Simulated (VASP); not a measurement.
Wanted: the native input for a VASP 6.6.1 run.

* Task: single point
* Functional: PBE
* Potentials or basis: VASP PAW PBE potentials, release 64 (Mg, S)
* Cutoff: 520 eV
* k mesh: 8 × 8 × 8
* Occupations: gaussian, width 0.05 eV
* Spin: no spin polarisation
* Dipole correction: no
* Further INCAR settings: ALGO = Normal; EDIFF = 1e-06; NBANDS = 11

The structure of MgS lies in POSCAR:

```
MgS
1.0
    0.0000000000      2.6016500000      2.6016500000
    2.6016500000      0.0000000000      2.6016500000
    2.6016500000      2.6016500000      0.0000000000
Mg S
1 1
Direct
    0.0000000000      0.0000000000      0.0000000000
    0.4711721408      0.4711721408      0.5288278592
```

This cell differs from its parent crystal: all S atoms moved +0.150 Å, as atom 2 towards its neighbour atom 1 (Mg) at 2.602 Å.

The input as run:

INCAR

```
SYSTEM = MgS
PREC = Accurate
ENCUT = 520
EDIFF = 1E-6
ISMEAR = 0
SIGMA = 0.05
LREAL = .False.
LASPH = .True.
NELM = 80
ALGO = Normal
ISIF = 2
LWAVE = .False.
LCHARG = .True.
GGA = PE
LELF = .True.
LVHAR = .True.
NBANDS = 11
```

KPOINTS

```
Automatic mesh
0
Gamma
  8 8 8
  0 0 0
```

Potentials or basis: VASP PAW PBE potentials, release 64 (Mg, S).

Command:

```sh
$ cat potpaw_PBE.64/Mg/POTCAR potpaw_PBE.64/S/POTCAR > POTCAR
$ mpirun -np 1 vasp_std > vasp.out
```

It gave:

The pressure is 1.6 GPa and the largest force is 0.477 eV/Å. The band gap on the k mesh is 2.78 eV, indirect (least direct gap 3.70 eV).

Caveat: the cell differs from its parent crystal (all S atoms moved +0.150 Å, as atom 2 towards its neighbour atom 1 (Mg) at 2.602 Å).

Run time: 12 s on 1 thread of Intel(R) Xeon(R) 6975P-C (Granite Rapids) (shared host), peak memory 0.17 GiB.
